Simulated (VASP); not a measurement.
# NbSnSb3 (R-3m) in VASP: notebook

Runs on NbSnSb3. Level: PBE. Tasks: single point, relaxation of cell and atoms.

All numbers are computed with VASP 6.6.1; they aren't measurements. Logs are shortened: lines on timing, memory, paths and dates and some standing lists are left out, and cuts for length are marked.

### Step 1. The cell of the first run

Symmetry: R-3m, No. 166, trigonal system. Conventional cell: a = 6.069 Å, b = 6.069 Å, c = 16.219 Å, α = 90.00°, β = 90.00°, γ = 120.00°. Within 4.0 Å of Nb (site symmetry -3m) lie 6 Sb at 3.03 Å. Within 4.2 Å of Sn (site symmetry -3m) lie 6 Sb at 3.22 Å. Sb (site symmetry 2/m) has 4 Sb at 3.03 Å and 2 Nb at 3.03 Å and 2 Sn at 3.22 Å within 4.0 Å.

### Step 2. Single point, PBE

File INCAR:

```
  PREC = Accurate
  ENCUT = 520
  EDIFF = 1E-6
  ISMEAR = 0
  SIGMA = 0.1
  LREAL = False
  LASPH = True
  NELM = 80
  ALGO = Normal
  ISIF = 2
  LWAVE = False
  LCHARG = True
  GGA = PE
  LELF = True
  LVHAR = True
  NBANDS = 53
```

File KPOINTS:

```
regular mesh
0
Gamma
  3 3 3
```

File POSCAR:

```
NbSnSb3
1.0
    3.0347464751      1.7521116914     10.8129753382
   -3.0347464751      1.7521116914     10.8129753382
    0.0000000000     -3.5042233916     10.8129753367
Nb Sn Sb
2 2 6
Direct
    0.0000000000      0.0000000000      0.0000000000
    0.5000000000      0.5000000000      0.5000000000
    0.7499957576      0.7499957576      0.7499957576
    0.2500042424      0.2500042424      0.2500042424
    0.5000000000      0.0000000000      0.0000000000
    0.0000000000      0.5000000000      0.5000000000
    0.5000000000      0.5000000000      0.0000000000
    0.0000000000      0.0000000000      0.5000000000
    0.5000000000      0.0000000000      0.5000000000
    0.0000000000      0.5000000000      0.0000000000
```

Potentials or basis: VASP PAW PBE potentials, release 64 (Nb_sv, Sn_d, Sb).

Started as:

```sh
$ cat potpaw_PBE.64/Nb_sv/POTCAR potpaw_PBE.64/Sn_d/POTCAR potpaw_PBE.64/Sb/POTCAR > POTCAR
$ mpirun -np 1 vasp_std > vasp.out
```

OUTCAR:

```text
PREC = Accurate
   ENCUT = 520
   EDIFF = 1E-6
   ISMEAR = 0
   LREAL = False
   LASPH = True
   NELM = 80
   ISIF = 2
   GGA = PE

 ion  position               nearest neighbor table
   1  0.000  0.000  0.000-   7 3.03   7 3.03   6 3.03   6 3.03   9 3.03   9 3.03
   2  0.500  0.500  0.500-   8 3.03   8 3.03   5 3.03   5 3.03  10 3.03  10 3.03
   3  0.750  0.750  0.750-   6 3.22   9 3.22   7 3.22   5 3.22  10 3.22   8 3.22
   4  0.250  0.250  0.250-   6 3.22   9 3.22   7 3.22   5 3.22  10 3.22   8 3.22
   5  0.500  0.000  0.000-  10 3.03  10 3.03   2 3.03   2 3.03   8 3.03   8 3.03   3 3.22   4 3.22

   6  0.000  0.500  0.500-   9 3.03   9 3.03   1 3.03   1 3.03   7 3.03   7 3.03   3 3.22   4 3.22

   7  0.500  0.500  0.000-   1 3.03   1 3.03   6 3.03   9 3.03   9 3.03   6 3.03   3 3.22   4 3.22

   8  0.000  0.000  0.500-   2 3.03   2 3.03   5 3.03  10 3.03  10 3.03   5 3.03   3 3.22   4 3.22

   9  0.500  0.000  0.500-   6 3.03   6 3.03   1 3.03   7 3.03   1 3.03   7 3.03   3 3.22   4 3.22

  10  0.000  0.500  0.000-   5 3.03   5 3.03   2 3.03   8 3.03   2 3.03   8 3.03   3 3.22   4 3.22

  LATTYP: Found a trigonal (rhomboedric) cell.
 ALAT       =    11.3666185478
 COS(alpha) =     0.8574352176

  Lattice vectors:

 A1 = (   3.0347464751,   1.7521116914,  10.8129753382)
 A2 = (  -3.0347464751,   1.7521116914,  10.8129753382)
 A3 = (   0.0000000000,  -3.5042233916,  10.8129753367)

Analysis of symmetry for initial positions (statically):
=====================================================================
 Subroutine PRICEL returns following result:

  LATTYP: Found a trigonal (rhomboedric) cell.
 ALAT       =     6.4428014459
 COS(alpha) =     0.5562633176

  Lattice vectors:

 A1 = (  -3.0347464751,   1.7521116958,  -5.4064876684)
 A2 = (   3.0347464751,   1.7521116958,  -5.4064876683)
 A3 = (   0.0000000000,  -3.5042233872,  -5.4064876699)

   2 primitive cells build up your supercell.

 Routine SETGRP: Setting up the symmetry group for a
 trigonal (rhombohedral) supercell.

 Subroutine GETGRP returns: Found 12 space group operations
 (whereof 12 operations were pure point group operations)
 out of a pool of 12 trial point group operations.

The static configuration has the point symmetry D_3d.

Analysis of symmetry for dynamics (positions and initial velocities):
=====================================================================
 Subroutine PRICEL returns following result:

  LATTYP: Found a trigonal (rhomboedric) cell.
 ALAT       =     6.4428014459
 COS(alpha) =     0.5562633176

  Lattice vectors:

 A1 = (  -3.0347464751,   1.7521116958,  -5.4064876684)
 A2 = (   3.0347464751,   1.7521116958,  -5.4064876683)
 A3 = (   0.0000000000,  -3.5042233872,  -5.4064876699)

   2 primitive cells build up your supercell.

 Routine SETGRP: Setting up the symmetry group for a
 trigonal (rhombohedral) supercell.

 Subroutine GETGRP returns: Found 12 space group operations
 (whereof 12 operations were pure point group operations)
 out of a pool of 12 trial point group operations.

The dynamic configuration has the point symmetry D_3d.

 Subroutine INISYM returns: Found 12 space group operations
 (whereof 12 operations are pure point group operations),
 and found     2 'primitive' translations

----------------------------------------------------------------------------------------

                                     Primitive cell

  volume of cell :     172.4847

  direct lattice vectors                    reciprocal lattice vectors
    -3.034746475  1.752111696 -5.406487668    -0.164758409  0.095123312 -0.061654322
     3.034746475  1.752111696 -5.406487668     0.164758409  0.095123312 -0.061654322
     0.000000000 -3.504223387 -5.406487670     0.000000000 -0.190246623 -0.061654322

  length of vectors
     6.442801446  6.442801446  6.442801446     0.199987582  0.199987582  0.199987582

  position of ions in fractional coordinates (direct lattice)
     0.000000000  0.000000000  0.000000000
     0.500008485  0.500008485  0.500008485
     0.500000000  0.000000000  0.500000000
     0.500000000  0.500000000  1.000000000
     0.000000000  0.500000000  0.500000000

  ion indices of the primitive-cell ions
   primitive index   ion index
                 1           1
                 2           3
                 3           5
                 4           8
                 5          10

----------------------------------------------------------------------------------------

 KPOINTS: regular mesh

Automatic generation of k-mesh.
 Grid dimensions read from file:
 generate k-points for:    3    3    3

 Generating k-lattice:

  Cartesian coordinates                     Fractional coordinates (reciprocal lattice)
     0.054919470  0.031707771  0.010275720     0.333333333  0.000000000  0.000000000
    -0.054919470  0.031707771  0.010275720     0.000000000  0.333333333  0.000000000
     0.000000000 -0.063415541  0.010275720     0.000000000  0.000000000  0.333333333

  Length of vectors
     0.064242675  0.064242675  0.064242675

  Shift w.r.t. Gamma in fractional coordinates (k-lattice)
     0.000000000  0.000000000  0.000000000

 Subroutine IBZKPT returns following result:
 ===========================================

 Found      6 irreducible k-points:

 Following reciprocal coordinates:
            Coordinates               Weight
  0.000000  0.000000  0.000000      1.000000
  0.333333 -0.000000  0.000000      6.000000
  0.333333  0.333333  0.000000      6.000000
 -0.333333  0.333333  0.000000      6.000000
  0.333333  0.333333  0.333333      2.000000
 -0.333333  0.333333  0.333333      6.000000
   k-points           NKPTS =      6   k-points in BZ     NKDIM =      6   number of bands    NBANDS=     53
   number of dos      NEDOS =    301   number of ions     NIONS =     10
   total plane-waves  NPLWV = 729000
   dimension x,y,z NGX =    90 NGY =   90 NGZ =   90
   dimension x,y,z NGXF=   180 NGYF=  180 NGZF=  180
   ions per type =               2   2   6
   NGX,Y,Z   is equivalent  to a cutoff of  13.16, 13.16, 13.16 a.u.
   NGXF,Y,Z  is equivalent  to a cutoff of  26.33, 26.33, 26.33 a.u.
 SYSTEM =  unknown system
   PREC   = accura    normal or accurate (medium, high low for compatibility)
   ISTART =      0    job   : 0-new  1-cont  2-samecut
   ICHARG =      2    charge: 1-file 2-atom 10-const
   ISPIN  =      1    spin polarized calculation?
   LNONCOLLINEAR =      F non collinear calculations
   LSORBIT =      F    spin-orbit coupling
   LASPH  =      T    aspherical Exc in radial PAW
   ENCUT  =  520.0 eV  38.22 Ry    6.18 a.u.  21.13 21.13 21.13*2*pi/ulx,y,z
   NELM   =     80;   NELMIN=  2; NELMDL= -5     # of ELM steps
   EDIFF  = 0.1E-05   stopping-criterion for ELM
   LREAL  =      F    real-space projection
   EDIFFG = 0.1E-04   stopping-criterion for IOM
   NSW    =      0    number of steps for IOM
   IBRION =     -1    ionic relax: 0-MD 1-quasi-New 2-CG
   NFREE  =      0    steps in history (QN), initial steepest desc. (CG)
   ISIF   =      2    stress and relaxation
   ISYM   =      2    0-nonsym 1-usesym 2-fastsym
   POTIM  = 0.5000    time-step for ionic-motion
   TEBEG  =    0.0;   TEEND  =   0.0 temperature during run
   PSTRESS=    0.0 pullay stress
   NELECT =      84.0000    total number of electrons
   NUPDOWN=      -1.0000    fix difference up-down
   EMIN   =  10.00;   EMAX   =-10.00  energy-range for DOS
   EFERMI =   0.00;   METHOD = LEGACY
   ISMEAR =     0;   SIGMA  =   0.10  broadening in eV -4-tet -1-fermi 0-gaus
   EFERMI_NEDOS =   21; number of points for ismear=-14 and -15
   IALGO  =     38    algorithm
   IMIX   =      4    mixing-type and parameters
     AMIX     =   0.40;   BMIX     =  1.00
     AMIX_MAG =   1.60;   BMIX_MAG =  1.00
  volume/ion in A,a.u.               =      34.50       232.80
  Fermi-wavevector in a.u.,A,eV,Ry     =   1.022291  1.931849 14.219151  1.045078
  Thomas-Fermi vector in A             =   2.155962
   LORBIT       =      0    0 simple, 1 ext, 2 COOP (PROOUT), +10 PAW based schemes
   GGA     = PE    functional components
   LHFCALC =     F    Hartree Fock is set to
   AEXX    =    0.0000 exact exchange contribution
   IVDW    =     0    specifies the selected vdW correction
   LEPSILON=     F    determine dielectric tensor
   LRPA    =     F    only Hartree local field effects (RPA)
 non-spin polarized calculation
 Gauss-broadening in eV      SIGMA  =   0.10
  energy-cutoff  :      520.00
  volume of cell :      344.97
 maximum number of plane-waves:      9328
 NGX is ok and might be reduce to    90
   NGX = 43   NGY = 43   NGZ = 43

 number of electron      84.0000004 magnetization

 Free energy of the ion-electron system (eV)
  ---------------------------------------------------
  ext. energy  EPLUGINS =         0.00000000
  ---------------------------------------------------
  free energy    TOTEN  =       -45.25086697 eV

  energy without entropy =      -45.18422790  energy(sigma->0) =      -45.21754744

 E-fermi :   5.4539     XC(G=0):  -8.7917

 val. band max:        5.4440130200   @ k =   0.3333   0.3333   0.0000
 cond. band min:       5.4539358891   @ k =  -0.3333   0.3333   0.3333
 fundamental gap:      0.0099228692
 Fermi energy:         5.4538793444

 k-point     1 :       0.0000    0.0000    0.0000
  band No.  band energies     occupation
      1     -50.1945      2.00000
      2     -50.1909      2.00000
      3     -26.2552      2.00000
      4     -26.2552      2.00000
      5     -26.2516      2.00000
      6     -26.2516      2.00000
[... 45 lines left out ...]
     52       6.8590      0.00000
     53       6.8590      0.00000

 k-point     2 :       0.3333   -0.0000    0.0000
  band No.  band energies     occupation
      1     -50.1945      2.00000
      2     -50.1910      2.00000
      3     -26.2549      2.00000
      4     -26.2545      2.00000
      5     -26.2513      2.00000
      6     -26.2509      2.00000
[... 216 lines left out ...]
 k-point     6 :      -0.3333    0.3333    0.3333
  band No.  band energies     occupation
      1     -50.1945      2.00000
      2     -50.1910      2.00000
      3     -26.2549      2.00000
      4     -26.2545      2.00000
      5     -26.2513      2.00000
      6     -26.2509      2.00000
[... 45 lines left out ...]
     52       7.1988      0.00000
     53       7.4918      0.00000

------------------------ aborting loop because EDIFF is reached ----------------------------------------

  FORCE on cell =-STRESS in cart. coord.  units (eV):
  Direction    XX          YY          ZZ          XY          YZ          ZX
  --------------------------------------------------------------------------------------
  -------------------------------------------------------------------------------------
  Total        0.1729162      0.1729162      0.1571173     -0.0000000      0.0000000      0.0000000
  in kB        0.8030924      0.8030924      0.7297161     -0.0000000      0.0000000      0.0000000
  external PRESSURE =       0.7786337 kB  Pullay stress =       0.0000000 kB

 VOLUME and BASIS-vectors are now :
 -----------------------------------------------------------------------------
  energy-cutoff  :      520.00
  volume of cell :      344.97
      direct lattice vectors                 reciprocal lattice vectors
     3.034746475  1.752111691 10.812975338     0.164758409  0.095123312  0.030827161
    -3.034746475  1.752111691 10.812975338    -0.164758409  0.095123312  0.030827161
     0.000000000 -3.504223392 10.812975337     0.000000000 -0.190246623  0.030827161

 POSITION                                       TOTAL-FORCE (eV/Angst)
 -----------------------------------------------------------------------------------
      0.00000      0.00000      0.00000         0.000000     -0.000000     -0.000000
      0.00000     -0.00000     16.21946         0.000000     -0.000000     -0.000000
      0.00000     -0.00000     24.32906         0.000000     -0.000000     -0.000000
      0.00000     -0.00000      8.10987         0.000000     -0.000000      0.000000
      1.51737      0.87606      5.40649         0.000000     -0.000000     -0.000000
     -1.51737     -0.87606     10.81298        -0.000000      0.000000     -0.000000
      0.00000      1.75211     10.81298         0.000000      0.000000     -0.000000
      0.00000     -1.75211      5.40649        -0.000000      0.000000     -0.000000
      1.51737     -0.87606     10.81298        -0.000000     -0.000000     -0.000000
     -1.51737      0.87606      5.40649         0.000000      0.000000     -0.000000
 -----------------------------------------------------------------------------------
    total drift:                                0.000000     -0.000000      0.000000

  FREE ENERGIE OF THE ION-ELECTRON SYSTEM (eV)
  ---------------------------------------------------
  free  energy   TOTEN  =       -45.2508669720 eV

  energy  without entropy=      -45.1842279015  energy(sigma->0) =      -45.21754744
```

Run time: 7.8 min. Hardware: 1 thread of Intel Xeon 6975P-C (Granite Rapids), shared host; peak memory 1.3 GiB.

Results:

```
Free energy            : -45.2509 eV
Pressure               : 0.1 GPa
Band gap on the k mesh : zero (bands 42 and 43 overlap by 0.37 eV)
```

Caveat: the k points lie up to 0.40 Å⁻¹ apart; spin-orbit coupling is left out, which moves the levels of the heavy elements.

(Part 1 of 2 ends here.)

The gap in the log of VASP goes by the Fermi energy; the results here count the filled bands.